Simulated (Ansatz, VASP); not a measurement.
H4NF in VASP and in Ansatz

```
H N F
1.0
     4.48723    0.00000    0.00000
    -2.24362    3.88606    0.00000
     0.00000    0.00000    7.25891
H N F
8 2 2
Direct
  0.33333 0.66667 0.23087
  0.66667 0.33333 0.73087
  0.45976 0.54024 0.42199
  0.91951 0.45976 0.92199
  0.45976 0.91951 0.42199
  0.54024 0.45976 0.92199
  0.08049 0.54024 0.42199
  0.54024 0.08049 0.92199
  0.33333 0.66667 0.37439
  0.66667 0.33333 0.87439
  0.33333 0.66667 0.99726
  0.66667 0.33333 0.49726
```

Alike in both runs: functional r2SCAN; k mesh 6 × 6 × 4; occupations fermi-dirac, width 0.02 eV; no spin polarisation.

Ansatz relaxed the structure, and its values are those at the end. VASP's run is a single point on that final structure, the one shown.

|  | VASP | Ansatz |
| --- | --- | --- |
| version | VASP 6.6.1 | Ansatz 0.2.0 |
| potentials or method | VASP PAW PBE potentials, release 64 (H, N, F), cutoff 520 eV | PAW plane waves |
| valence electrons in the cell | 32 | 32 |

|  | VASP | Ansatz | Ansatz less VASP |
| --- | --- | --- | --- |
| gap on the k mesh at the Fermi level (eV) | 6.45 | 6.45 | -0.001 |
| pressure (GPa) | -1.3 | -1.1 | +0.20 |
| rms of the force components (eV/Å) | 0.027 | 0.003 | -0.0241 |

VASP's potentials were made for PBE, not for r2SCAN. The functional is the same, so the differences come from potentials, cutoffs and numerics. Ansatz's warnings: stress scf threshold loose, xc potential rough in thin density.
